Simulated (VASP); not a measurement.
Write the native input for VASP 6.6.1 that does the following.

```yaml
Task: single point
Functional: PBE
Potentials_or_basis: VASP PAW PBE potentials, release 64 (Si, Ni)
Cutoff: 520 eV
k_mesh: 12 × 12 × 12
Occupations: gaussian, width 0.1 eV
Spin: no spin polarisation
Dipole_correction: no
Further_INCAR_settings: ALGO = Normal; EDIFF = 1e-06; NBANDS = 19
```

The structure of Si3Ni lies in POSCAR:

```
Si3Ni
1.0
    3.7436447529      0.0000000000      0.0000000000
    0.0000000000      3.7436447529      0.0000000000
    0.0000000000      0.0000000000      3.7436447529
Si Ni
3 1
Direct
    0.0000000000      0.5000000000      0.5000000000
    0.5000000000      0.0000000000      0.5000000000
    0.5000000000      0.5000000000      0.0000000000
    0.0000000000      0.0000000000      0.0000000000
```

The cell was generated, and may not be a known phase.

These files were run (other wordings do the same):

INCAR

```
PREC     = Accurate       # precision mode
ENCUT    = 520            # plane-wave cutoff, eV
EDIFF    = 1E-6           # SCF threshold, eV
ISMEAR   = 0              # smearing method
SIGMA    = 0.1            # smearing width, eV
LREAL    = False          # projectors in reciprocal space
LASPH    = True           # aspherical terms in the spheres
NELM     = 80             # most SCF steps
ALGO     = Normal         # electronic algorithm
ISIF     = 2              # what is computed and relaxed
LWAVE    = False          # write WAVECAR
LCHARG   = False          # write CHGCAR
GGA      = PE             # functional
NBANDS   = 19             # bands
```

KPOINTS

```
Automatic mesh
0
Gamma
  12 12 12
```

Potentials or basis: VASP PAW PBE potentials, release 64 (Si, Ni).

The run is started by

```bash
$ cat potpaw_PBE.64/Si/POTCAR potpaw_PBE.64/Ni/POTCAR > POTCAR
$ mpirun -np 1 vasp_std > vasp.out
```

Results of the run:

```yaml
Pressure: 0.1 GPa
Band_gap_on_the_k_mesh: zero (bands 11 and 12 overlap by 2.37 eV)
```

Wall time 64 s on 1 thread of Intel(R) Xeon(R) Platinum 8488C (Sapphire Rapids) (shared host), peak memory 0.2 GiB.
